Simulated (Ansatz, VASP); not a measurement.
NaCl: VASP beside Ansatz

```
CELL_PARAMETERS angstrom
2.89764 0.00000 0.00000
0.00000 2.89764 0.00000
0.00000 0.00000 2.89764
ATOMIC_POSITIONS crystal
Na 0.00000 0.00000 0.00000
Cl 0.50000 0.50000 0.50000
```

Change from the starting cell: volume scaled by 1.04.

Alike in both runs: task single point; functional PBEsol; k mesh 8 × 8 × 8; occupations fermi-dirac, width 0.02 eV; no spin polarisation.

|  | VASP | Ansatz |
| --- | --- | --- |
| version | VASP 6.6.1 | Ansatz 0.2.0 |
| potentials or method | VASP PAW PBE potentials, release 64 (Na_pv, Cl), cutoff 520 eV | all-electron LAPW, scalar-relativistic |

Ansatz gave:

| Property | Result |
| --- | --- |
| gap on the k mesh at the Fermi level (eV) | 4.31 |
| pressure (GPa) | 50.5 |

What did VASP give for the same quantities?

gap on the k mesh at the Fermi level (eV): 4.36; pressure (GPa): 51.0.

VASP's potentials were made for PBE, not for PBEsol. Both programs put the cell under a high pressure, so it lies far from rest at this level. Ansatz ran all-electron here, and VASP with PAW potentials.
